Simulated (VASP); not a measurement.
# GaSb2 (P6/mmm) in VASP: relaxation of cell and atoms with PBE

Aim: the relaxation of cell and atoms of GaSb2 with PBE.

Everything below comes from runs of VASP 6.6.1. Logs are shortened: lines on timing, memory, paths and dates and some standing lists are left out, and cuts for length are marked.

## Step 1: The cell of the first run

Symmetry: P6/mmm, No. 191, hexagonal system. The conventional cell has a = 3.333 Å, b = 3.333 Å, c = 8.427 Å, α = 90.00°, β = 90.00°, γ = 120.00°. Ga (site symmetry 6/mmm) has 2 Sb at 2.83 Å and 6 Ga at 3.33 Å within 3.7 Å. Within 3.7 Å of Sb (site symmetry 6mm) lie 7 Sb at 2.78 to 3.33 Å and 1 Ga at 2.83 Å.

The cell was generated, and may not be a known phase.

## Step 2: Relaxation of cell and atoms, PBE

The input, INCAR:

```
PREC = Accurate
ENCUT = 500
EDIFF = 1E-7
ISMEAR = 0
SIGMA = 0.1
LREAL = F
LASPH = T
NELM = 120
ALGO = Normal
ISIF = 3
LWAVE = F
LCHARG = F
GGA = PE
IBRION = 2
NSW = 90
EDIFFG = -0.04
GGA_COMPAT = F
NELMIN = 4
```

The input, KPOINTS:

```
Automatic mesh
0
Gamma
  6 6 2
```

The input, POSCAR:

```
GaSb2
1.0
    3.3334311900      0.0000000000      0.0000000000
   -1.6667155900      2.8868360900      0.0000000000
    0.0000000000      0.0000000000      8.4271885400
Ga Sb
1 2
Direct
    0.0000000000      0.0000000000      0.5000000000
    0.0000000000      0.0000000000      0.8352927100
    0.0000000000      0.0000000000      0.1647072900
```

Potentials or basis: VASP PAW PBE potentials, release 64 (Ga_d, Sb_d_GW).

The run is started by

```sh
> cat potpaw_PBE.64/Ga_d/POTCAR potpaw_PBE.64/Sb_d_GW/POTCAR > POTCAR
> mpirun -np 1 vasp_std > vasp.out
```

OUTCAR:

```text
PREC = Accurate
   ENCUT = 500
   EDIFF = 1E-7
   ISMEAR = 0
   LREAL = F
   LASPH = T
   NELM = 120
   ISIF = 3
   GGA = PE
   IBRION = 2
   NSW = 90
   EDIFFG = -0.04
   NELMIN = 4

 ion  position               nearest neighbor table
   1  0.000  0.000  0.500-   2 2.83   3 2.83
   2  0.000  0.000  0.835-   3 2.78   1 2.83
   3  0.000  0.000  0.165-   2 2.78   1 2.83

  LATTYP: Found a hexagonal cell.
 ALAT       =     3.3334311900
 C/A-ratio  =     2.5280823451

  Lattice vectors:

 A1 = (   3.3334311900,   0.0000000000,   0.0000000000)
 A2 = (  -1.6667155900,   2.8868360900,   0.0000000000)
 A3 = (   0.0000000000,   0.0000000000,   8.4271885400)

Analysis of symmetry for initial positions (statically):
=====================================================================
 Subroutine PRICEL returns:
 Original cell was already a primitive cell.

 Routine SETGRP: Setting up the symmetry group for a
 hexagonal supercell.

 Subroutine GETGRP returns: Found 24 space group operations
 (whereof 24 operations were pure point group operations)
 out of a pool of 24 trial point group operations.

The static configuration has the point symmetry D_6h.

Analysis of symmetry for dynamics (positions and initial velocities):
=====================================================================
 Subroutine PRICEL returns:
 Original cell was already a primitive cell.

 Routine SETGRP: Setting up the symmetry group for a
 hexagonal supercell.

 Subroutine GETGRP returns: Found 24 space group operations
 (whereof 24 operations were pure point group operations)
 out of a pool of 24 trial point group operations.

The dynamic configuration has the point symmetry D_6h.

 Subroutine INISYM returns: Found 24 space group operations
 (whereof 24 operations are pure point group operations),
 and found     1 'primitive' translations

----------------------------------------------------------------------------------------

                                     Primitive cell

  volume of cell :      81.0954

  direct lattice vectors                    reciprocal lattice vectors
     3.333431190  0.000000000  0.000000000     0.299991193  0.173199996  0.000000000
    -1.666715590  2.886836090  0.000000000     0.000000000  0.346399993  0.000000000
     0.000000000  0.000000000  8.427188540     0.000000000  0.000000000  0.118663537

  length of vectors
     3.333431190  3.333431186  8.427188540     0.346399992  0.346399993  0.118663537

  position of ions in fractional coordinates (direct lattice)
     0.000000000  0.000000000  0.500000000
     0.000000000  0.000000000  0.835292710
     0.000000000  0.000000000  0.164707290

  ion indices of the primitive-cell ions
   primitive index   ion index
                 1           1
                 2           2
                 3           3

----------------------------------------------------------------------------------------

 KPOINTS: Automatic mesh

Automatic generation of k-mesh.
 Grid dimensions read from file:
 generate k-points for:    6    6    2

 Generating k-lattice:

  Cartesian coordinates                     Fractional coordinates (reciprocal lattice)
     0.049998532  0.028866666  0.000000000     0.166666667  0.000000000  0.000000000
     0.000000000  0.057733332  0.000000000     0.000000000  0.166666667  0.000000000
     0.000000000  0.000000000  0.059331769     0.000000000  0.000000000  0.500000000

  Length of vectors
     0.057733332  0.057733332  0.059331769

  Shift w.r.t. Gamma in fractional coordinates (k-lattice)
     0.000000000  0.000000000  0.000000000

 Subroutine IBZKPT returns following result:
 ===========================================

 Found     14 irreducible k-points:

 Following reciprocal coordinates:
            Coordinates               Weight
  0.000000  0.000000  0.000000      1.000000
  0.166667  0.000000  0.000000      6.000000
  0.333333  0.000000  0.000000      6.000000
  0.500000  0.000000  0.000000      3.000000
  0.166667  0.166667  0.000000      6.000000
  0.333333  0.166667  0.000000     12.000000
  0.333333  0.333333  0.000000      2.000000
  0.000000  0.000000  0.500000      1.000000
  0.166667  0.000000  0.500000      6.000000
  0.333333  0.000000  0.500000      6.000000
  0.500000  0.000000  0.500000      3.000000
  0.166667  0.166667  0.500000      6.000000
  0.333333  0.166667  0.500000     12.000000
  0.333333  0.333333  0.500000      2.000000
   k-points           NKPTS =     14   k-points in BZ     NKDIM =     14   number of bands    NBANDS=     25
   number of dos      NEDOS =    301   number of ions     NIONS =      3
   total plane-waves  NPLWV =  36864
   dimension x,y,z NGX =    24 NGY =   24 NGZ =   64
   dimension x,y,z NGXF=    48 NGYF=   48 NGZF=  128
   ions per type =               1   2
   NGX,Y,Z   is equivalent  to a cutoff of  11.97, 11.97, 12.63 a.u.
   NGXF,Y,Z  is equivalent  to a cutoff of  23.94, 23.94, 25.25 a.u.
 SYSTEM =  unknown system
   PREC   = accura    normal or accurate (medium, high low for compatibility)
   ISTART =      0    job   : 0-new  1-cont  2-samecut
   ICHARG =      2    charge: 1-file 2-atom 10-const
   ISPIN  =      1    spin polarized calculation?
   LNONCOLLINEAR =      F non collinear calculations
   LSORBIT =      F    spin-orbit coupling
   LASPH  =      T    aspherical Exc in radial PAW
   ENCUT  =  500.0 eV  36.75 Ry    6.06 a.u.   6.08  6.08 15.36*2*pi/ulx,y,z
   NELM   =    120;   NELMIN=  4; NELMDL= -5     # of ELM steps
   EDIFF  = 0.1E-06   stopping-criterion for ELM
   LREAL  =      F    real-space projection
   EDIFFG = -.4E-01   stopping-criterion for IOM
   NSW    =     90    number of steps for IOM
   IBRION =      2    ionic relax: 0-MD 1-quasi-New 2-CG
   NFREE  =      1    steps in history (QN), initial steepest desc. (CG)
   ISIF   =      3    stress and relaxation
   ISYM   =      2    0-nonsym 1-usesym 2-fastsym
   POTIM  = 0.5000    time-step for ionic-motion
   TEBEG  =    0.0;   TEEND  =   0.0 temperature during run
   PSTRESS=    0.0 pullay stress
   NELECT =      43.0000    total number of electrons
   NUPDOWN=      -1.0000    fix difference up-down
   EMIN   =  10.00;   EMAX   =-10.00  energy-range for DOS
   EFERMI =   0.00;   METHOD = LEGACY
   ISMEAR =     0;   SIGMA  =   0.10  broadening in eV -4-tet -1-fermi 0-gaus
   EFERMI_NEDOS =   21; number of points for ismear=-14 and -15
   IALGO  =     38    algorithm
   IMIX   =      4    mixing-type and parameters
     AMIX     =   0.40;   BMIX     =  1.00
     AMIX_MAG =   1.60;   BMIX_MAG =  1.00
  volume/ion in A,a.u.               =      27.03       182.42
  Fermi-wavevector in a.u.,A,eV,Ry     =   1.325050  2.503981 23.888524  1.755757
  Thomas-Fermi vector in A             =   2.454539
   LORBIT       =      0    0 simple, 1 ext, 2 COOP (PROOUT), +10 PAW based schemes
   GGA     = PE    functional components
   LHFCALC =     F    Hartree Fock is set to
   AEXX    =    0.0000 exact exchange contribution
   IVDW    =     0    specifies the selected vdW correction
   LEPSILON=     F    determine dielectric tensor
   LRPA    =     F    only Hartree local field effects (RPA)
 conjugate gradient relaxation of ions
 non-spin polarized calculation
 Gauss-broadening in eV      SIGMA  =   0.10
  energy-cutoff  :      500.00
  volume of cell :       81.10
 maximum number of plane-waves:      2070
   NGX = 13   NGY = 13   NGZ = 31

--------------------------------------- Ionic step        1  -------------------------------------------

 number of electron      43.0000029 magnetization

 Free energy of the ion-electron system (eV)
  ---------------------------------------------------
  ext. energy  EPLUGINS =         0.00000000
  ---------------------------------------------------
  free energy    TOTEN  =       -10.22124147 eV

  energy without entropy =      -10.19796471  energy(sigma->0) =      -10.20960309

------------------------ aborting loop because EDIFF is reached ----------------------------------------

  FORCE on cell =-STRESS in cart. coord.  units (eV):
  Direction    XX          YY          ZZ          XY          YZ          ZX
  --------------------------------------------------------------------------------------
  -------------------------------------------------------------------------------------
  Total       -2.6211911     -2.6211911      5.5812150     -0.0000000     -0.0000000     -0.0000000
  in kB      -51.7860674    -51.7860673    110.2663517     -0.0000001     -0.0000000     -0.0000000
  external PRESSURE =       2.2314057 kB  Pullay stress =       0.0000000 kB
[... 92 lines left out ...]
  FREE ENERGIE OF THE ION-ELECTRON SYSTEM (eV)
  ---------------------------------------------------
  free  energy   TOTEN  =       -10.4845219019 eV

  energy  without entropy=      -10.4625099323  energy(sigma->0) =      -10.47351592

 E-fermi :   5.0979     XC(G=0): -10.0918

 val. band max:        5.0868683416   @ k =   0.3333   0.1667   0.0000
 cond. band min:       5.1409790873   @ k =   0.3333   0.3333   0.0000
 fundamental gap:      0.0541107457
 Fermi energy:         5.0979218862

 k-point     1 :       0.0000    0.0000    0.0000
  band No.  band energies     occupation
      1     -24.3242      2.00000
      2     -24.3097      2.00000
      3     -24.3097      2.00000
      4     -24.3047      2.00000
      5     -24.3047      2.00000
      6     -24.2153      2.00000
[... 381 lines left out ...]
     24       5.4486      0.00000
     25       5.4486      0.00000

[... ionic steps 4 to 15 ...]

--------------------------------------- Ionic step       16  -------------------------------------------

 number of electron      42.9999982 magnetization

------------------------ aborting loop because EDIFF is reached ----------------------------------------

  FORCE on cell =-STRESS in cart. coord.  units (eV):
  Direction    XX          YY          ZZ          XY          YZ          ZX
  --------------------------------------------------------------------------------------
  -------------------------------------------------------------------------------------
  Total       -0.0766527     -0.0766527      0.4189642     -0.0000000     -0.0000000      0.0000000
  in kB       -1.4878349     -1.4878349      8.1321290     -0.0000000     -0.0000000      0.0000000
  external PRESSURE =       1.7188198 kB  Pullay stress =       0.0000000 kB
[... 59 lines left out ...]
  energy  without entropy=      -10.4802621625  energy(sigma->0) =      -10.49161774

--------------------------------------- Ionic step       18  -------------------------------------------

 number of electron      42.9999972 magnetization

 Free energy of the ion-electron system (eV)
  ---------------------------------------------------
  ext. energy  EPLUGINS =         0.00000000
  ---------------------------------------------------
  free energy    TOTEN  =       -10.50331670 eV

  energy without entropy =      -10.48051032  energy(sigma->0) =      -10.49191351

 E-fermi :   4.9834     XC(G=0): -10.0381

 val. band max:        4.9557443915   @ k =   0.3333   0.1667   0.5000
 cond. band min:       5.0582122621   @ k =   0.3333   0.3333   0.0000
 fundamental gap:      0.1024678706
 Fermi energy:         4.9833819312

 k-point     1 :       0.0000    0.0000    0.0000
  band No.  band energies     occupation
      1     -24.4172      2.00000
      2     -24.4105      2.00000
      3     -24.4105      2.00000
      4     -24.4058      2.00000
      5     -24.4058      2.00000
      6     -24.3123      2.00000
[... 411 lines left out ...]
  FREE ENERGIE OF THE ION-ELECTRON SYSTEM (eV)
  ---------------------------------------------------
  free  energy   TOTEN  =       -10.5033166985 eV

  energy  without entropy=      -10.4805103221  energy(sigma->0) =      -10.49191351

 reached required accuracy - stopping structural energy minimisation
```

Wall time 3.9 min (1 thread of Intel Xeon 6975P-C (Granite Rapids), shared host); peak memory 0.22 GiB.

Results:

```yaml
Free_energy: -10.5033 eV
Relaxed_volume: 27.52 Å³/atom
Relaxed_cell: a = 3.235 Å, b = 3.235 Å, c = 9.110 Å, α = 90.00°, β = 90.00°, γ = 120.00°
Space_group_after_relaxing_to_0.1_Å: P6/mmm (No. 191)
Energy_gained_by_relaxing: 94.0 meV/atom
Ionic_steps: 18
Pressure_after_relaxing: 0.0 GPa
Largest_force_after_relaxing: 0.023 eV/Å
Band_gap_on_the_k_mesh: zero (an odd number of electrons rules out a gap without spin polarisation)
```

Forces on the atoms (eV/Å):
```
Ga   0.000  0.000  0.000
Sb   0.000  0.000  0.023
Sb   0.000  0.000 -0.023
```

The path:
| step | energy change (eV) | largest force (eV/Å) | pressure (GPa) | volume (Å³) |
| --- | --- | --- | --- | --- |
| 1 | 0.0000 | 1.3301 | 0.22 | 81.10 |
| 2 | -0.1792 | 0.5389 | -0.27 | 81.08 |
| 3 | -0.2633 | 0.1856 | -0.64 | 81.19 |
| 4 | -0.2633 | 0.1685 | -0.63 | 81.19 |
| 5 | -0.2683 | 0.1299 | 0.07 | 80.04 |
| 6 | -0.2684 | 0.1209 | 0.23 | 79.81 |
| 7 | -0.2703 | 0.0973 | 0.28 | 79.97 |
| 8 | -0.2742 | 0.0036 | 0.48 | 80.42 |
| 9 | -0.2673 | 0.3245 | 0.90 | 81.34 |
| 10 | -0.2746 | 0.0424 | 0.56 | 80.57 |
| 11 | -0.2753 | 0.0461 | 0.54 | 80.68 |
| 12 | -0.2770 | 0.0531 | 0.49 | 81.00 |
| 13 | -0.2796 | 0.0681 | 0.38 | 81.65 |
| 14 | -0.2805 | 0.1253 | 0.05 | 82.96 |
| 15 | -0.2809 | 0.0939 | 0.21 | 82.43 |
| 16 | -0.2809 | 0.1010 | 0.17 | 82.54 |
| 17 | -0.2817 | 0.0611 | 0.12 | 82.55 |
| 18 | -0.2821 | 0.0233 | 0.02 | 82.56 |

Final structure:
```
Ga Sb
1.0
     3.23489    0.00000    0.00000
    -1.61744    2.80150    0.00000
     0.00000    0.00000    9.10950
Ga Sb
1 2
Direct
  0.00000 0.00000 0.50000
  0.00000 0.00000 0.83874
  0.00000 0.00000 0.16126
```

Levels at points of the mesh, in eV from the Fermi level:
| k point | band 19 | band 20 | band 21 | band 22 | band 23 | band 24 |
| --- | --- | --- | --- | --- | --- | --- |
| (0.00, 0.00, 0.00) | -3.59 | -2.34 | 4.66 | 4.83 | 4.83 | 6.19 |
| (0.50, 0.00, 0.00) | -4.38 | -4.35 | -1.59 | -0.41 | 0.85 | 1.66 |
| (0.00, 0.00, 0.50) | -5.27 | 0.62 | 1.57 | 4.88 | 4.88 | 6.07 |
| (0.50, 0.00, 0.50) | -4.48 | -3.59 | -2.36 | -1.33 | 1.70 | 2.82 |

Caveat: the k points lie up to 0.37 Å⁻¹ apart in the final cell, too coarse for converged energies and pressures of a metal; spin-orbit coupling is left out, which moves the levels of the heavy elements.

The gap in the log of VASP goes by the Fermi energy; the results here count the filled bands.